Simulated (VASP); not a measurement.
# Rb2Ti (P-3m1) in VASP: single point with PBE

Aim: the single point of Rb2Ti with PBE.

All numbers are computed with VASP 6.6.1; they aren't measurements. Logs are shortened: lines on timing, memory, paths and dates and some standing lists are left out, and cuts for length are marked.

### 1 The cell of the first run

The structure is trigonal, space group P-3m1 (No. 164). Conventional cell: a = 7.092 Å, b = 7.092 Å, c = 4.343 Å, α = 90.00°, β = 90.00°, γ = 120.00°. Within 5.7 Å of Rb (site symmetry 3m) lie 6 Ti at 4.34 to 5.02 Å and 8 Rb at 4.34 to 5.02 Å. Ti (site symmetry -3m) has 12 Rb at 4.34 to 5.02 Å and 2 Ti at 4.34 Å within 5.7 Å.

### 2 Single point, PBE

INCAR reads:

```
SYSTEM = Rb2Ti
PREC = Accurate ; ENCUT = 520
EDIFF = 1E-6 ; ISMEAR = 0
SIGMA = 0.1 ; LREAL = .False.
LASPH = .True. ; NELM = 80
ALGO = Fast ; ISIF = 2
LWAVE = .False. ; LCHARG = .False.
GGA = PE ; NBANDS = 22
```

KPOINTS reads:

```
Automatic mesh
0
Gamma
  3 3 4
  0 0 0
```

POSCAR reads:

```
Rb2Ti
1.0
    7.0922966400      0.0000000000      0.0000000000
   -3.5461483200      6.1421090600      0.0000000000
    0.0000000000      0.0000000000      4.3431269700
Rb Ti
2 1
Direct
    0.6666666700      0.3333333300      0.6666666700
    0.3333333300      0.6666666700      0.3333333300
    0.0000000000      0.0000000000      0.0000000000
```

Potentials or basis: VASP PAW PBE potentials, release 64 (Rb_sv, Ti_sv).

Command:

```bash
cat potpaw_PBE.64/Rb_sv/POTCAR potpaw_PBE.64/Ti_sv/POTCAR > POTCAR
mpirun -np 1 vasp_std > vasp.out
```

OUTCAR:

```text
SYSTEM = Rb2Ti
   PREC = Accurate
   ENCUT = 520
   EDIFF = 1E-6
   ISMEAR = 0
   LREAL = .False.
   LASPH = .True.
   NELM = 80
   ISIF = 2
   GGA = PE

 ion  position               nearest neighbor table
   1  0.667  0.333  0.667-   3 4.34   2 4.34   2 4.34   3 4.34   3 4.34   2 4.34   2 5.02   2 5.02
                             2 5.02
   2  0.333  0.667  0.333-   3 4.34   1 4.34   1 4.34   3 4.34   3 4.34   1 4.34   1 5.02   1 5.02
                             1 5.02
   3  0.000  0.000  0.000-   1 4.34   2 4.34   2 4.34   1 4.34   1 4.34   2 4.34

  LATTYP: Found a hexagonal cell.
 ALAT       =     7.0922966400
 C/A-ratio  =     0.6123724360

  Lattice vectors:

 A1 = (   7.0922966400,   0.0000000000,   0.0000000000)
 A2 = (  -3.5461483200,   6.1421090600,   0.0000000000)
 A3 = (   0.0000000000,   0.0000000000,   4.3431269700)

Analysis of symmetry for initial positions (statically):
=====================================================================
 Subroutine PRICEL returns:
 Original cell was already a primitive cell.

 Routine SETGRP: Setting up the symmetry group for a
 hexagonal supercell.

 Subroutine GETGRP returns: Found 12 space group operations
 (whereof 12 operations were pure point group operations)
 out of a pool of 24 trial point group operations.

The static configuration has the point symmetry D_3d.

Analysis of symmetry for dynamics (positions and initial velocities):
=====================================================================
 Subroutine PRICEL returns:
 Original cell was already a primitive cell.

 Routine SETGRP: Setting up the symmetry group for a
 hexagonal supercell.

 Subroutine GETGRP returns: Found 12 space group operations
 (whereof 12 operations were pure point group operations)
 out of a pool of 24 trial point group operations.

The dynamic configuration has the point symmetry D_3d.

 Subroutine INISYM returns: Found 12 space group operations
 (whereof 12 operations are pure point group operations),
 and found     1 'primitive' translations

----------------------------------------------------------------------------------------

                                     Primitive cell

  volume of cell :     189.1938

  direct lattice vectors                    reciprocal lattice vectors
     7.092296640  0.000000000  0.000000000     0.140998051  0.081405262  0.000000000
    -3.546148320  6.142109060  0.000000000     0.000000000  0.162810525  0.000000000
     0.000000000  0.000000000  4.343126970     0.000000000  0.000000000  0.230248852

  length of vectors
     7.092296640  7.092296639  4.343126970     0.162810525  0.162810525  0.230248852

  position of ions in fractional coordinates (direct lattice)
     0.666666670  0.333333330  0.666666670
     0.333333330  0.666666670  0.333333330
     0.000000000  0.000000000  0.000000000

  ion indices of the primitive-cell ions
   primitive index   ion index
                 1           1
                 2           2
                 3           3

----------------------------------------------------------------------------------------

 KPOINTS: Automatic mesh

Automatic generation of k-mesh.
 Grid dimensions read from file:
 generate k-points for:    3    3    4

 Generating k-lattice:

  Cartesian coordinates                     Fractional coordinates (reciprocal lattice)
     0.046999350  0.027135087  0.000000000     0.333333333 -0.000000000  0.000000000
     0.000000000  0.054270175  0.000000000     0.000000000  0.333333333  0.000000000
     0.000000000  0.000000000  0.057562213     0.000000000  0.000000000  0.250000000

  Length of vectors
     0.054270175  0.054270175  0.057562213

  Shift w.r.t. Gamma in fractional coordinates (k-lattice)
     0.000000000  0.000000000  0.000000000

 Subroutine IBZKPT returns following result:
 ===========================================

 Found     10 irreducible k-points:

 Following reciprocal coordinates:
            Coordinates               Weight
  0.000000  0.000000  0.000000      1.000000
  0.333333 -0.000000  0.000000      6.000000
  0.333333  0.333333  0.000000      2.000000
  0.000000  0.000000  0.250000      2.000000
  0.333333 -0.000000  0.250000      6.000000
  0.000000  0.333333  0.250000      6.000000
  0.333333  0.333333  0.250000      4.000000
  0.000000  0.000000  0.500000      1.000000
  0.333333 -0.000000  0.500000      6.000000
  0.333333  0.333333  0.500000      2.000000
   k-points           NKPTS =     10   k-points in BZ     NKDIM =     10   number of bands    NBANDS=     22
   number of dos      NEDOS =    301   number of ions     NIONS =      3
   total plane-waves  NPLWV =  93312
   dimension x,y,z NGX =    54 NGY =   54 NGZ =   32
   dimension x,y,z NGXF=   108 NGYF=  108 NGZF=   64
   ions per type =               2   1
   NGX,Y,Z   is equivalent  to a cutoff of  12.66, 12.66, 12.25 a.u.
   NGXF,Y,Z  is equivalent  to a cutoff of  25.32, 25.32, 24.50 a.u.
 SYSTEM =  Rb2Ti
   PREC   = accura    normal or accurate (medium, high low for compatibility)
   ISTART =      0    job   : 0-new  1-cont  2-samecut
   ICHARG =      2    charge: 1-file 2-atom 10-const
   ISPIN  =      1    spin polarized calculation?
   LNONCOLLINEAR =      F non collinear calculations
   LSORBIT =      F    spin-orbit coupling
   LASPH  =      T    aspherical Exc in radial PAW
   ENCUT  =  520.0 eV  38.22 Ry    6.18 a.u.  13.19 13.19  8.08*2*pi/ulx,y,z
   NELM   =     80;   NELMIN=  2; NELMDL= -5     # of ELM steps
   EDIFF  = 0.1E-05   stopping-criterion for ELM
   LREAL  =      F    real-space projection
   EDIFFG = 0.1E-04   stopping-criterion for IOM
   NSW    =      0    number of steps for IOM
   IBRION =     -1    ionic relax: 0-MD 1-quasi-New 2-CG
   NFREE  =      0    steps in history (QN), initial steepest desc. (CG)
   ISIF   =      2    stress and relaxation
   ISYM   =      2    0-nonsym 1-usesym 2-fastsym
   POTIM  = 0.5000    time-step for ionic-motion
   TEBEG  =    0.0;   TEEND  =   0.0 temperature during run
   PSTRESS=    0.0 pullay stress
   NELECT =      30.0000    total number of electrons
   NUPDOWN=      -1.0000    fix difference up-down
   EMIN   =  10.00;   EMAX   =-10.00  energy-range for DOS
   EFERMI =   0.00;   METHOD = LEGACY
   ISMEAR =     0;   SIGMA  =   0.10  broadening in eV -4-tet -1-fermi 0-gaus
   EFERMI_NEDOS =   21; number of points for ismear=-14 and -15
   IALGO  =     68    algorithm
   IMIX   =      4    mixing-type and parameters
     AMIX     =   0.40;   BMIX     =  1.00
     AMIX_MAG =   1.60;   BMIX_MAG =  1.00
  volume/ion in A,a.u.               =      63.06       425.58
  Fermi-wavevector in a.u.,A,eV,Ry     =   0.886094  1.674474 10.682776  0.785162
  Thomas-Fermi vector in A             =   2.007214
   LORBIT       =      0    0 simple, 1 ext, 2 COOP (PROOUT), +10 PAW based schemes
   GGA     = PE    functional components
   LHFCALC =     F    Hartree Fock is set to
   AEXX    =    0.0000 exact exchange contribution
   IVDW    =     0    specifies the selected vdW correction
   LEPSILON=     F    determine dielectric tensor
   LRPA    =     F    only Hartree local field effects (RPA)
 non-spin polarized calculation
 RMM-DIIS sequential band-by-band and
 Gauss-broadening in eV      SIGMA  =   0.10
  energy-cutoff  :      520.00
  volume of cell :      189.19
 maximum number of plane-waves:      5134
 NGX is ok and might be reduce to    54
   NGX = 27   NGY = 27   NGZ = 17

 number of electron      30.0000004 magnetization

 Free energy of the ion-electron system (eV)
  ---------------------------------------------------
  ext. energy  EPLUGINS =         0.00000000
  ---------------------------------------------------
  free energy    TOTEN  =        -5.43982064 eV

  energy without entropy =       -5.35405312  energy(sigma->0) =       -5.39693688

 E-fermi :   0.5454     XC(G=0):  -6.4425

 val. band max:        0.5300663356   @ k =   0.0000   0.3333   0.2500
 cond. band min:       0.5722617547   @ k =   0.0000   0.0000   0.2500
 fundamental gap:      0.0421954191
 Fermi energy:         0.5453665359

 k-point     1 :       0.0000    0.0000    0.0000
  band No.  band energies     occupation
      1     -57.3305      2.00000
      2     -33.5933      2.00000
      3     -33.5933      2.00000
      4     -33.5641      2.00000
      5     -27.8168      2.00000
      6     -27.8001      2.00000
[... 14 lines left out ...]
     21       2.2661      0.00000
     22       2.5091      0.00000

 k-point     2 :       0.3333   -0.0000    0.0000
  band No.  band energies     occupation
      1     -57.3305      2.00000
      2     -33.5933      2.00000
      3     -33.5933      2.00000
      4     -33.5641      2.00000
      5     -27.8133      2.00000
      6     -27.8036      2.00000
[... 14 lines left out ...]
     21       2.0299      0.00000
     22       3.4506      0.00000

 k-point     3 :       0.3333    0.3333    0.0000
  band No.  band energies     occupation
      1     -57.3305      2.00000
      2     -33.5933      2.00000
      3     -33.5933      2.00000
      4     -33.5641      2.00000
      5     -27.8085      2.00000
      6     -27.8085      2.00000
[... 14 lines left out ...]
     21       3.1366      0.00000
     22       3.2749      0.00000

 k-point     4 :       0.0000    0.0000    0.2500
  band No.  band energies     occupation
      1     -57.3305      2.00000
      2     -33.5932      2.00000
      3     -33.5932      2.00000
      4     -33.5657      2.00000
      5     -27.8109      2.00000
      6     -27.7962      2.00000
[... 14 lines left out ...]
     21       2.5425      0.00000
     22       2.9936      0.00000

 k-point     5 :       0.3333   -0.0000    0.2500
  band No.  band energies     occupation
      1     -57.3305      2.00000
      2     -33.5932      2.00000
      3     -33.5932      2.00000
      4     -33.5657      2.00000
      5     -27.8078      2.00000
      6     -27.7993      2.00000
[... 14 lines left out ...]
     21       2.5035      0.00000
     22       2.9180      0.00000

 k-point     6 :       0.0000    0.3333    0.2500
  band No.  band energies     occupation
      1     -57.3305      2.00000
      2     -33.5932      2.00000
      3     -33.5932      2.00000
      4     -33.5657      2.00000
      5     -27.8078      2.00000
      6     -27.7993      2.00000
[... 14 lines left out ...]
     21       2.5638      0.00000
     22       2.9361      0.00000

 k-point     7 :       0.3333    0.3333    0.2500
  band No.  band energies     occupation
      1     -57.3305      2.00000
      2     -33.5932      2.00000
      3     -33.5932      2.00000
      4     -33.5657      2.00000
      5     -27.8035      2.00000
      6     -27.8035      2.00000
[... 14 lines left out ...]
     21       3.2107      0.00000
     22       3.4418      0.00000

 k-point     8 :       0.0000    0.0000    0.5000
  band No.  band energies     occupation
      1     -57.3304      2.00000
      2     -33.5931      2.00000
      3     -33.5931      2.00000
      4     -33.5673      2.00000
      5     -27.8048      2.00000
      6     -27.7924      2.00000
[... 14 lines left out ...]
     21       2.3702      0.00000
     22       3.0397      0.00000

 k-point     9 :       0.3333   -0.0000    0.5000
  band No.  band energies     occupation
      1     -57.3304      2.00000
      2     -33.5931      2.00000
      3     -33.5931      2.00000
      4     -33.5673      2.00000
      5     -27.8022      2.00000
      6     -27.7950      2.00000
[... 14 lines left out ...]
     21       2.0122      0.00000
     22       2.9519      0.00000

 k-point    10 :       0.3333    0.3333    0.5000
  band No.  band energies     occupation
      1     -57.3304      2.00000
      2     -33.5931      2.00000
      3     -33.5931      2.00000
      4     -33.5673      2.00000
      5     -27.7986      2.00000
      6     -27.7986      2.00000
[... 14 lines left out ...]
     21       1.5471      0.00000
     22       2.9250      0.00000

------------------------ aborting loop because EDIFF is reached ----------------------------------------

  FORCE on cell =-STRESS in cart. coord.  units (eV):
  Direction    XX          YY          ZZ          XY          YZ          ZX
  --------------------------------------------------------------------------------------
  -------------------------------------------------------------------------------------
  Total       -1.1141834     -1.1141834     -2.3305514      0.0000000      0.0000000      0.0000000
  in kB       -9.4354001     -9.4354001    -19.7361453      0.0000000      0.0000000      0.0000000
  external PRESSURE =     -12.8689819 kB  Pullay stress =       0.0000000 kB

 VOLUME and BASIS-vectors are now :
 -----------------------------------------------------------------------------
  energy-cutoff  :      520.00
  volume of cell :      189.19
      direct lattice vectors                 reciprocal lattice vectors
     7.092296640  0.000000000  0.000000000     0.140998051  0.081405262  0.000000000
    -3.546148320  6.142109060  0.000000000     0.000000000  0.162810525  0.000000000
     0.000000000  0.000000000  4.343126970     0.000000000  0.000000000  0.230248852

 POSITION                                       TOTAL-FORCE (eV/Angst)
 -----------------------------------------------------------------------------------
      3.54615      2.04737      2.89542         0.000000      0.000000     -0.013375
     -0.00000      4.09474      1.44771        -0.000000      0.000000      0.013375
      0.00000      0.00000      0.00000        -0.000000      0.000000      0.000000
 -----------------------------------------------------------------------------------
    total drift:                                0.000000      0.000000     -0.000000

  FREE ENERGIE OF THE ION-ELECTRON SYSTEM (eV)
  ---------------------------------------------------
  free  energy   TOTEN  =        -5.4398206397 eV

  energy  without entropy=       -5.3540531240  energy(sigma->0) =       -5.39693688
```

It took 2.8 min on 1 thread of Intel Xeon Platinum 8259CL at 2.50GHz (Skylake/Cascade Lake), shared host; peak memory 0.3 GiB.

Results:

```yaml
Free_energy: -5.4398 eV
Pressure: -1.3 GPa
Largest_force: 0.013 eV/Å
Band_gap_on_the_k_mesh: zero (bands 15 and 16 overlap by 0.13 eV)
```

Forces in eV/Å, atoms in the order of the input:
```
Rb   0.000  0.000 -0.013
Rb   0.000  0.000  0.013
Ti   0.000  0.000  0.000
```

Stress tensor (GPa, compression positive):
```
-0.94  0.00  0.00
 0.00 -0.94  0.00
 0.00  0.00 -1.97
```

Caveat: the k points lie up to 0.36 Å⁻¹ apart.
